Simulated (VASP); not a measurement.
# NaCl (Fm-3m) in VASP: a series of runs, part 2 of 2

VASP 6.6.1.

## Step 3: Single point, r2SCAN

File POSCAR:

```
NaCl
1.0
    0.0000000000      2.5842125355      2.5842125355
    2.5842125355      0.0000000000      2.5842125355
    2.5842125355      2.5842125355      0.0000000000
Na Cl
1 1
Direct
    0.0000000000      0.0000000000      0.0000000000
    0.5000000000      0.5000000000      0.5000000000
```

File INCAR.step1:

```
PREC = Accurate
ENCUT = 520
ISMEAR = 0
SIGMA = 0.1
LREAL = False
LASPH = True
NELM = 100
NBANDS = 14
GGA = PE
ALGO = Normal
EDIFF = 1E-4
LWAVE = True
LCHARG = False
```

File INCAR.step2:

```
PREC = Accurate
ENCUT = 520
EDIFF = 1E-7
ISMEAR = 0
SIGMA = 0.1
LREAL = False
LASPH = True
NELM = 100
ALGO = Normal
ISIF = 2
LWAVE = False
LCHARG = False
METAGGA = R2SCAN
LMIXTAU = True
NBANDS = 14
ISTART = 1
```

File KPOINTS:

```
Automatic mesh
0
Gamma
  6 6 6
```

Potentials or basis: VASP PAW PBE potentials, release 64 (Na_pv, Cl).

Command:

```sh
cat potpaw_PBE.64/Na_pv/POTCAR potpaw_PBE.64/Cl/POTCAR > POTCAR
cp INCAR.step1 INCAR
mpirun -np 1 vasp_std > vasp.out
cp INCAR.step2 INCAR
mpirun -np 1 vasp_std > vasp.out
```

OUTCAR:

```text
PREC = Accurate
   ENCUT = 520
   EDIFF = 1E-7
   ISMEAR = 0
   LREAL = False
   LASPH = True
   NELM = 100
   ISIF = 2
   METAGGA = R2SCAN
   ISTART = 1

 ion  position               nearest neighbor table
   1  0.000  0.000  0.000-   2 2.58   2 2.58   2 2.58   2 2.58   2 2.58   2 2.58
   2  0.500  0.500  0.500-   1 2.58   1 2.58   1 2.58   1 2.58   1 2.58   1 2.58

  LATTYP: Found a face centered cubic cell.
 ALAT       =     5.1684250710

  Lattice vectors:

 A1 = (   0.0000000000,   2.5842125355,   2.5842125355)
 A2 = (   2.5842125355,   0.0000000000,   2.5842125355)
 A3 = (   2.5842125355,   2.5842125355,   0.0000000000)

Analysis of symmetry for initial positions (statically):
=====================================================================
 Subroutine PRICEL returns:
 Original cell was already a primitive cell.

 Routine SETGRP: Setting up the symmetry group for a
 face centered cubic supercell.

 Subroutine GETGRP returns: Found 48 space group operations
 (whereof 48 operations were pure point group operations)
 out of a pool of 48 trial point group operations.

The static configuration has the point symmetry O_h .

Analysis of symmetry for dynamics (positions and initial velocities):
[... 166 lines left out ...]
      8       7.9095      0.00000
      9      12.5445      0.00000
     10      12.5445      0.00000
     11      12.5446      0.00000
     12      15.1732      0.00000
     13      15.1732      0.00000
     14      17.3630      0.00000
[... 241 lines left out ...]
      1     -20.5749      2.00000
      2     -20.5574      2.00000
      3     -20.5560      2.00000
      4     -12.5285      2.00000
      5      -1.5286      2.00000
      6      -0.7533      2.00000
      7      -0.4557      2.00000
      8      10.2437      0.00000
      9      10.9217      0.00000
     10      13.1879      0.00000
     11      15.1192      0.00000
     12      19.4829      0.00000
     13      19.7578      0.00000
     14      19.8337      0.00000

------------------------ aborting loop because EDIFF is reached ----------------------------------------

  FORCE on cell =-STRESS in cart. coord.  units (eV):
  Direction    XX          YY          ZZ          XY          YZ          ZX
  --------------------------------------------------------------------------------------
  -------------------------------------------------------------------------------------
  Total        2.5181448      2.5181448      2.5181448      0.0000000      0.0000000      0.0000000
  in kB      116.8897935    116.8897935    116.8897935      0.0000000      0.0000000      0.0000000
  external PRESSURE =     116.8897935 kB  Pullay stress =       0.0000000 kB

 VOLUME and BASIS-vectors are now :
 -----------------------------------------------------------------------------
  energy-cutoff  :      520.00
  volume of cell :       34.52
      direct lattice vectors                 reciprocal lattice vectors
     0.000000000  2.584212535  2.584212535    -0.193482538  0.193482538  0.193482538
     2.584212535  0.000000000  2.584212535     0.193482538 -0.193482538  0.193482538
     2.584212535  2.584212535  0.000000000     0.193482538  0.193482538 -0.193482538

 POSITION                                       TOTAL-FORCE (eV/Angst)
 -----------------------------------------------------------------------------------
      0.00000      0.00000      0.00000         0.000000      0.000000      0.000000
      2.58421      2.58421      2.58421        -0.000000     -0.000000     -0.000000
 -----------------------------------------------------------------------------------
    total drift:                                0.000000      0.000000      0.000000

  FREE ENERGIE OF THE ION-ELECTRON SYSTEM (eV)
  ---------------------------------------------------
  free  energy   TOTEN  =       -13.5258882843 eV

  energy  without entropy=      -13.5258882843  energy(sigma->0) =      -13.52588828
```

OSZICAR.step1:

```text
N       E                     dE             d eps       ncg     rms          rms(c)
DAV:   1     0.104899099998E+03    0.10490E+03   -0.70781E+03   460   0.107E+03
DAV:   2     0.530128805105E+00   -0.10437E+03   -0.94814E+02   516   0.300E+02
DAV:   3    -0.648957027240E+01   -0.70197E+01   -0.69886E+01   568   0.699E+01
DAV:   4    -0.657867665607E+01   -0.89106E-01   -0.89075E-01   502   0.847E+00
DAV:   5    -0.658048459386E+01   -0.18079E-02   -0.18079E-02   570   0.124E+00    0.241E+00
DAV:   6    -0.641040003062E+01    0.17008E+00   -0.24520E-01   582   0.353E+00    0.183E+00
DAV:   7    -0.639537703337E+01    0.15023E-01   -0.82905E-02   554   0.199E+00    0.121E+00
DAV:   8    -0.639899932469E+01   -0.36223E-02   -0.74483E-03   502   0.861E-01    0.301E-01
DAV:   9    -0.639888748211E+01    0.11184E-03   -0.19492E-04   544   0.141E-01    0.115E-01
DAV:  10    -0.639893542462E+01   -0.47943E-04   -0.94331E-05   514   0.116E-01
   1 F= -.63989354E+01 E0= -.63989354E+01  d E =-.197665E-15
```

It took 49 s on 1 thread of Intel Xeon 8259CL, shared host; peak memory 0.15 GiB.

Results:

```yaml
Free_energy: -13.5259 eV
Pressure: 11.7 GPa
Band_gap_on_the_k_mesh: 7.25 eV
```

Caveat: the cell stands under pressure; the PAW data sets were made with another functional, which shifts forces and pressure a little.

## Step 4: Single point, r2SCAN

POSCAR is that of step 3.

File INCAR.step1:

```
SYSTEM = NaCl
PREC     = Accurate       ! precision mode
ENCUT    = 520            ! plane-wave cutoff, eV
ISMEAR   = 0              ! smearing method
SIGMA    = 0.01           ! smearing width, eV
LREAL    = .False.        ! projectors in reciprocal space
LASPH    = .True.         ! aspherical terms in the spheres
NELM     = 100            ! most SCF steps
NBANDS   = 14             ! bands
GGA      = PE             ! functional
ALGO     = Normal         ! electronic algorithm
EDIFF    = 1E-4           ! SCF threshold, eV
LWAVE    = .True.         ! write WAVECAR
LCHARG   = .False.        ! write CHGCAR
```

File INCAR.step2:

```
SYSTEM = NaCl
PREC     = Accurate       ! precision mode
ENCUT    = 520            ! plane-wave cutoff, eV
EDIFF    = 1E-6           ! SCF threshold, eV
ISMEAR   = 0              ! smearing method
SIGMA    = 0.01           ! smearing width, eV
LREAL    = .False.        ! projectors in reciprocal space
LASPH    = .True.         ! aspherical terms in the spheres
NELM     = 100            ! most SCF steps
ALGO     = Normal         ! electronic algorithm
ISIF     = 2              ! what is computed and relaxed
LWAVE    = .False.        ! write WAVECAR
LCHARG   = .False.        ! write CHGCAR
METAGGA  = R2SCAN         ! meta-GGA
LMIXTAU  = .True.       
NBANDS   = 14             ! bands
ISTART   = 1
```

File KPOINTS:

```
Automatic mesh
0
Gamma
  8 8 8
  0 0 0
```

Command:

```sh
cat potpaw_PBE.64/Na_pv/POTCAR potpaw_PBE.64/Cl/POTCAR > POTCAR
cp INCAR.step1 INCAR
mpirun -np 1 vasp_std > vasp.out
cp INCAR.step2 INCAR
mpirun -np 1 vasp_std > vasp.out
```

Wall time 62 s (1 thread of Intel Xeon 8259CL, shared host); peak memory 0.16 GiB.

Results (log left out):

| Item | Value |
| --- | --- |
| Free energy | -13.5259 eV |
| Pressure | 11.7 GPa |
| Band gap on the k mesh | 7.25 eV |

Levels at points of the mesh, in eV from the valence-band top:
| k point | band 5 | band 6 | band 7 | band 8 | band 9 | band 10 |
| --- | --- | --- | --- | --- | --- | --- |
| (0.00, 0.00, 0.00) | 0.00 | 0.00 | 0.00 | 7.25 | 11.88 | 11.88 |
| (0.50, 0.00, 0.00) | -2.88 | -0.48 | -0.48 | 8.39 | 12.34 | 12.34 |
| (0.50, 0.50, 0.00) | -2.51 | -0.91 | -0.91 | 8.22 | 9.19 | 14.40 |

Caveat: the cell stands under pressure; the PAW data sets were made with another functional, which shifts forces and pressure a little.
